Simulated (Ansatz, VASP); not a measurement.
# CsGa: VASP beside Ansatz

File INCAR:

```
SYSTEM = CsGa
PREC     = Accurate       ! precision mode
ENCUT    = 600            ! plane-wave cutoff, eV
EDIFF    = 1E-6           ! SCF threshold, eV
ISMEAR   = 0              ! smearing method
SIGMA    = 0.1            ! smearing width, eV
LREAL    = .FALSE.        ! projectors in reciprocal space
LASPH    = .TRUE.         ! aspherical terms in the spheres
NELM     = 100            ! most SCF steps
ALGO     = Fast           ! electronic algorithm
ISIF     = 3              ! what is computed and relaxed
LWAVE    = .FALSE.        ! write WAVECAR
LCHARG   = .FALSE.        ! write CHGCAR
GGA      = PE             ! functional
IBRION   = 2              ! ionic algorithm
NSW      = 100            ! ionic steps
EDIFFG   = -0.01          ! ionic threshold
```

The input KPOINTS:

```
regular mesh
0
G
  12 12 12
  0 0 0
```

The input POSCAR:

```
CsGa
1.0
    4.4364624308      0.0000000000      0.0000000000
    0.0000000000      4.4364624308      0.0000000000
    0.0000000000      0.0000000000      4.4364624308
Cs Ga
1 1
Direct
    0.0000000000      0.0000000000      0.0000000000
    0.5000000000      0.5000000000      0.5000000000
```

Input for Ansatz:

```yaml
crystal:
  lattice:
    - [4.4364624308, 0.0, 0.0]
    - [0.0, 4.4364624308, 0.0]
    - [0.0, 0.0, 4.4364624308]
  atoms:
    - { symbol: Cs, position: [0.0, 0.0, 0.0] }
    - { symbol: Ga, position: [0.5, 0.5, 0.5] }
basis:
  ecutwfc: 420
kpoints:
  mp_grid: { grid: [12, 12, 12] }
hamiltonian:
  xc: pbe
scf:
  occupations: { method: gaussian, width: 0.1 }
output:
  forces: true
  stress: true
  eigenvalues: true
relax:
  adjacent_minimum: "off"
  f_tol: 0.01
  max_steps: 80
  cell: { stress_tol: 0.05 }
```

Alike in both runs: task relaxation of cell and atoms; functional PBE; k mesh 12 × 12 × 12; occupations gaussian, width 0.1 eV; no spin polarisation.

|  | VASP | Ansatz |
| --- | --- | --- |
| version | VASP 6.6.1 | Ansatz 0.2.0 |
| potentials or method | VASP PAW PBE potentials, release 64 (Cs_sv, Ga_d), cutoff 600 eV | scalar-relativistic, plane waves, PAW |
| valence electrons in the cell | 22 | 22 |

|  | VASP | Ansatz | Ansatz less VASP |
| --- | --- | --- | --- |
| gap on the k mesh at the Fermi level, each at its own relaxed structure (eV) | none | none | - |
| relaxed volume (Å³/atom) | 43.75 | 43.66 | -0.090 |
| relaxed length of the cell vector where the two differ most in proportion (Å) | 4.440 | 4.436 | -0.0030 |

A gap of «none» marks a metal or a gap that the smearing closes.

Spin-orbit coupling is off throughout.
